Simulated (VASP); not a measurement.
Set up this calculation in VASP 6.6.1, as the native input.

* Task: single point
* Functional: PBE
* Potentials or basis: VASP PAW PBE potentials, release 64 (As, Ga_d)
* Cutoff: 520 eV
* k mesh: 8 × 8 × 8
* Occupations: gaussian, width 0.025 eV
* Spin: no spin polarisation
* Dipole correction: no
* Further INCAR settings: ALGO = Normal; EDIFF = 1e-06; NBANDS = 16

The structure of GaAs lies in POSCAR:

```
GaAs
1.0
    0.0000000000      2.8268500000      2.8268500000
    2.8268500000      0.0000000000      2.8268500000
    2.8268500000      2.8268500000      0.0000000000
As Ga
1 1
Direct
    0.7500000000      0.7500000000      0.7500000000
    0.0000000000      0.0000000000      0.0000000000
```

One way to write it, as run:

INCAR

```
SYSTEM = GaAs
ALGO = Normal
EDIFF = 1E-6
ENCUT = 520
GGA = PE
ISIF = 2
ISMEAR = 0
LASPH = .True.
LCHARG = .True.
LELF = .True.
LREAL = .False.
LVHAR = .True.
LWAVE = .False.
NBANDS = 16
NELM = 60
PREC = Accurate
SIGMA = 0.025
```

KPOINTS

```
k-points
0
Gamma
  8 8 8
  0 0 0
```

Potentials or basis: VASP PAW PBE potentials, release 64 (As, Ga_d).

Run with:

```console
$ cat potpaw_PBE.64/As/POTCAR potpaw_PBE.64/Ga_d/POTCAR > POTCAR
$ mpirun -np 1 vasp_std > vasp.out
```

Results of the run:

```yaml
Pressure: 3.4 GPa
Band_gap_on_the_k_mesh: 0.52 eV, direct
```

Wall time 20 s on 1 thread of Intel(R) Xeon(R) Platinum 8259CL CPU @ 2.50GHz (Skylake/Cascade Lake), with other jobs on the host, peak memory 0.17 GiB.
